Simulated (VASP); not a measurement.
Crystal: MnSb.

```
Sb Mn
1.0
     4.15000    0.00000    0.00000
    -2.07500    3.59401    0.00000
     0.00000    0.00000    5.78000
Sb Mn
2 2
Direct
  0.66667 0.33333 0.75000
  0.33333 0.66667 0.25000
  0.00000 0.00000 0.50000
  0.00000 0.00000 0.00000
```

Base run:

- Program: VASP 6.6.1
- Functional: PBE
- Potentials or basis: VASP PAW PBE potentials, release 64 (Sb, Mn_pv)
- Cutoff: 520 eV
- k mesh: 6 × 6 × 4
- Occupations: fermi-dirac, width 0.05 eV
- Spin: collinear spin, ferromagnetic start
- Starting moments: [0.0, 0.0, 3.0, 3.0] μB
- Fixed moment: 6 μB

Its results: pressure -5.8 GPa; site moments Sb -0.16; Mn +3.15 μB.

Question: After a change of settings the same cell gave: pressure 1.9 GPa; site moments Sb -0.04; Mn +3.78 μB. Which change was it?
A. functional from PBE to PBEsol
B. fixed moment from 6 μB to 16 μB; moments at the start from [0.0, 0.0, 3.0, 3.0] to [0.0, 0.0, 8.0, 8.0]
C. fixed moment from 6 μB to 8 μB; moments at the start from [0.0, 0.0, 3.0, 3.0] to [0.0, 0.0, 4.0, 4.0]
D. fixed moment from 6 μB to 2 μB; moments at the start from [0.0, 0.0, 3.0, 3.0] to [0.0, 0.0, 1.0, 1.0]

Answer: C.

Caveats: the total moment is fixed, so each spin has its own Fermi level; only a ferromagnetic start was run, and an antiferromagnetic order may lie lower in energy; the cell stands under tension (at least some runs).
